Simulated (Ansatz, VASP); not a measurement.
**One calculation of CsI, two programs**

Contents of INCAR:

```
SYSTEM = CsI
  PREC = Accurate
  ENCUT = 500
  EDIFF = 1E-6
  ISMEAR = 0
  SIGMA = 0.01
  LREAL = .FALSE.
  LASPH = .TRUE.
  NELM = 200
  ALGO = Normal
  ISIF = 2
  LWAVE = .FALSE.
  LCHARG = .FALSE.
  MAGMOM = 0 0 0 0 0 0
  LORBIT = 11
  LSORBIT = .TRUE.
  GGA_COMPAT = .FALSE.
  LORBMOM = .TRUE.
  NBANDS = 28
```

The input KPOINTS:

```
Automatic mesh
0
G
  4 4 4
  0 0 0
```

Contents of POSCAR:

```
CsI
1.0
    4.5667000000      0.0000000000      0.0000000000
    0.0000000000      4.5667000000      0.0000000000
    0.0000000000      0.0000000000      4.5667000000
Cs I
1 1
Direct
    0.0000000000      0.0000000000      0.0000000000
    0.5000000000      0.5000000000      0.5000000000
```

Input for Ansatz:

```yaml
crystal:
  lattice:
    - [4.5667, 0.0, 0.0]
    - [0.0, 4.5667, 0.0]
    - [0.0, 0.0, 4.5667]
  atoms:
    - { symbol: Cs, position: [0.0, 0.0, 0.0] }
    - { symbol: I, position: [0.5, 0.5, 0.5] }
basis:
  ecutwfc: 550.0
kpoints:
  mp_grid:
    grid: [4, 4, 4]
hamiltonian:
  xc: lda
magnetization:
  noncollinear: true
  spin_orbit: true
scf:
  occupations:
    method: fixed
output:
  eigenvalues: true
```

Alike in both runs: task single point; functional LDA; k mesh 4 × 4 × 4; non-collinear spin, spin-orbit coupling.

|  | VASP | Ansatz |
| --- | --- | --- |
| version | VASP 6.6.1 | Ansatz 0.2.0 |
| potentials or method | VASP PAW LDA potentials, release 64 (Cs_sv, I), cutoff 500 eV | plane waves, PAW |
| occupations | gaussian, width 0.01 eV | fixed |
| valence electrons in the cell | 16 | 26 |

|  | VASP | Ansatz | Ansatz less VASP |
| --- | --- | --- | --- |
| net moment per atom (μB) | 0.00 | 0.00 | 0.000 |

LDA's correlation is that of Perdew and Zunger in VASP and of Perdew and Wang (1992) in Ansatz. VASP's potentials hold 16 valence electrons a cell and Ansatz's 26, so a difference there can come from the potentials and not from the codes.
